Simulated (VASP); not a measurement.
Write the native input for VASP 6.6.1 that does the following.

- Task: relaxation of cell and atoms
- Functional: LDA
- Potentials or basis: VASP PAW LDA potentials, release 64 (B, P)
- Cutoff: 500 eV
- k mesh: 10 × 10 × 10
- Occupations: gaussian, width 0.01 eV
- Spin: no spin polarisation
- Target pressure: 30 GPa
- Dipole correction: no
- Further INCAR settings: ALGO = Normal; EDIFF = 1e-07; IBRION = 2; EDIFFG = -0.001; NSW = 80; ISIF = 3

The structure of BP lies in POSCAR:

```
BP
1.0
    0.0000000000      2.2452319364      2.2452319364
    2.2452319364      0.0000000000      2.2452319364
    2.2452319364      2.2452319364      0.0000000000
B P
1 1
Direct
    0.0000000000      0.0000000000      0.0000000000
    0.7500000000      0.7500000000      0.7500000000
```

These files were run (other wordings do the same):

INCAR

```
SYSTEM = BP
PREC = Accurate
ENCUT = 500
EDIFF = 1E-7
ISMEAR = 0
SIGMA = 0.01
LREAL = .FALSE.
LASPH = .TRUE.
NELM = 120
ALGO = Normal
ISIF = 3
LWAVE = .FALSE.
LCHARG = .FALSE.
IBRION = 2
NSW = 80
EDIFFG = -0.001
PSTRESS = 300.0
GGA_COMPAT = .FALSE.
NELMIN = 4
```

KPOINTS

```
regular mesh
0
G
  10 10 10
  0 0 0
```

Potentials or basis: VASP PAW LDA potentials, release 64 (B, P).

Command:

```console
$ cat potpaw_LDA.64/B/POTCAR potpaw_LDA.64/P/POTCAR > POTCAR
$ mpirun -np 1 vasp_std > vasp.out
```

It gave:

```yaml
Relaxed_volume: 9.90 Å³/atom
Relaxed_cell: a = 3.036 Å, b = 3.036 Å, c = 3.036 Å, α = 60.00°, β = 60.00°, γ = 60.00°
Space_group_after_relaxing_to_0.05_Å: F-43m (No. 216)
Energy_change_on_relaxing_the_enthalpy_is_what_falls: +119.2 meV/atom
Ionic_steps: 7
Pressure_after_relaxing: 30.0 GPa
Band_gap_on_the_k_mesh: 0.98 eV, indirect (least direct gap 3.70 eV)
```

Caveat: the cell is relaxed towards a set pressure, so the enthalpy falls and the energy may rise.

It took 16 s on 1 thread of Intel(R) Xeon(R) Platinum 8488C (Sapphire Rapids), on a shared host, peak memory 0.13 GiB.
